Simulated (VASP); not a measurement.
Runs of VASP 6.6.1 on BiS. The structure is that of space group F-43m (No. 216), or close to it. The cells are those of the table. 

```tsv
cell	gap on the mesh (eV)	pressure (GPa)
a = 4.607 Å, angles 60.0°, 2 atoms	none	-1.7
a = 4.421 Å, angles 60.0°, 2 atoms	none	4.6
a = 4.547 Å, angles 60.0°, 2 atoms	none	(b)
a = 4.465 Å, angles 60.0°, 2 atoms	none	(a)
a = 4.485 Å, angles 60.0°, 2 atoms	none	2.0
```

Alike in all rows: task single point; level PBEsol; potentials or basis VASP PAW PBE potentials, release 64 (Bi_d, S); no spin polarisation; k mesh 8 × 8 × 8; cutoff (eV) 520; smearing gaussian 0.05 eV.

**Question.** Estimate the missing entries.

**Answer.** (a) 2.7; (b) -0.1.

Caveats: the PAW data sets were made with another functional, which shifts forces and pressure a little; spin-orbit coupling is left out, which moves the levels of the heavy elements.

A k mesh can miss the band edges, and the runs leave out spin-orbit coupling on Bi.

A gap of «none» marks levels without a gap at the run's occupations.
